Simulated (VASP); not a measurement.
Here is a VASP 6.6.1 calculation.

File INCAR:

```
PREC = Accurate
ENCUT = 520
EDIFF = 1E-6
ISMEAR = 0
SIGMA = 0.05
LREAL = Auto
LASPH = T
NELM = 60
ALGO = Normal
ISIF = 2
LWAVE = F
LCHARG = T
GGA = PS
LELF = T
LVHAR = T
NBANDS = 92
```

KPOINTS

```
Automatic mesh
0
Gamma
  3 3 3
```

File POSCAR:

```
La4Si15Ir5
1.0
   -6.3830497148     -2.1276832383      4.9044709826
   -2.1276832383      6.3830497148     -4.9044709826
    2.1276832383     -6.3830497148     -4.9044709826
La Si Ir
4 15 5
Direct
    0.3990989079      0.6012451094      0.8008214540
    0.6001624253      0.4014364826      0.2017287945
    0.2009462715      0.8022986820      0.4016039650
    0.9999294837      0.0021574108      0.0007933713
    0.7010363384      0.0432559765      0.1476882372
    0.3000600833      0.4367172508      0.3361551651
    0.5046817594      0.2364652797      0.7347073211
    0.0953822905      0.6306495284      0.9312548508
    0.8991710111      0.8471014736      0.5418555737
    0.5055367794      0.7486970787      0.2470094645
    0.0945532064      0.1420191376      0.4426375153
    0.3000666301      0.9367218330      0.8361562109
    0.8989361541      0.3353320495      0.0300612527
    0.7011675461      0.5316962079      0.6359158699
    0.4126072839      0.1870980714      0.3938495242
   -0.0072830160      0.5745204590      0.5864835873
    0.1874843855      0.3818626072      0.9740026090
    0.7999968636      0.7898334417      0.1892690829
    0.6073747649      0.9944117770      0.7812721195
    0.8000488758      0.5490514174      0.9485130568
    0.3948114672      0.9439198360      0.1423721198
    0.5991040596      0.7428912052      0.5476335110
    0.2052867349      0.1481801472      0.7485922994
    1.0010151083      0.3490999453      0.3432874420
```

Potentials or basis: VASP PAW PBE potentials, release 64 (La, Si, Ir).

Launch:

```sh
$ cat potpaw_PBE.64/La/POTCAR potpaw_PBE.64/Si/POTCAR potpaw_PBE.64/Ir/POTCAR > POTCAR
$ mpirun -np 1 vasp_std > vasp.out
```

Q: Predict the largest force.

A: 0.052 eV/Å.

Q: Predict the band gap on the k mesh.

A: Zero (an odd number of electrons rules out a gap without spin polarisation).

Q: Predict the pressure.

A: -1.4 GPa.

Forces on the atoms (eV/Å):
```
La   0.001 -0.002 -0.007
La  -0.002 -0.002 -0.007
La  -0.002  0.002 -0.007
La   0.001  0.003 -0.006
Si   0.001  0.007  0.023
Si   0.000  0.000  0.025
Si   0.014 -0.001  0.037
Si  -0.017 -0.002  0.038
Si   0.003 -0.003  0.019
Si   0.012  0.004  0.024
Si  -0.010 -0.003  0.021
Si   0.000  0.000  0.025
Si   0.004 -0.017  0.036
Si  -0.004  0.021  0.038
Si   0.004 -0.003 -0.026
Si   0.005  0.004 -0.025
Si  -0.006  0.002 -0.025
Si  -0.001 -0.002 -0.025
Si  -0.001 -0.006 -0.024
Ir   0.000  0.000 -0.052
Ir   0.024  0.006 -0.020
Ir   0.004 -0.025 -0.022
Ir  -0.022 -0.008 -0.019
Ir  -0.006  0.025 -0.025
```

Caveat: the PAW data sets were made with another functional, which shifts forces and pressure a little; spin-orbit coupling is left out, which moves the levels of the heavy elements.
